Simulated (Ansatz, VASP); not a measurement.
# W4C: VASP beside Ansatz

```
CELL_PARAMETERS angstrom
3.15453 0.00000 0.00000
0.00000 3.15453 0.00000
0.00000 0.00000 21.59763
ATOMIC_POSITIONS crystal
W 0.50000 0.50000 0.18521
W 0.00000 0.00000 0.25824
W 0.50000 0.50000 0.33393
W 0.00000 0.00000 0.39808
C 0.00000 0.00000 0.55690
```

Alike in both runs: task single point; functional PBEsol; k mesh 8 × 8 × 1; occupations gaussian, width 0.1 eV; collinear spin.

|  | VASP | Ansatz |
| --- | --- | --- |
| version | VASP 6.6.1 | Ansatz 0.2.0 |
| potentials or method | VASP PAW PBE potentials, release 64 (W_sv, C), cutoff 520 eV | scalar-relativistic, plane waves, PAW |
| valence electrons in the cell | 60 | 60 |

|  | VASP | Ansatz | Ansatz less VASP |
| --- | --- | --- | --- |
| gap on the k mesh at the Fermi level (eV) | none | none | - |
| rms of the force components (eV/Å) | 0.804 | 0.802 | -0.0016 |
| net moment per atom (μB) | 0.43 | 0.43 | -0.001 |
| size of the moment on the site where the two differ most (μB) | 0.93 | 1.69 | +0.765 |
| work function, face that differs most (eV) | 6.09 | 6.10 | +0.003 |

VASP's potentials were made for PBE, not for PBEsol, and Ansatz warns of the same on its side. Site moments also hang on the region over which each program counts them. Atom by atom the forces differ by 0.017 eV/Å (rms over components). A gap of «none» marks a metal or a gap that the smearing closes.

Neither program's run includes spin-orbit coupling.
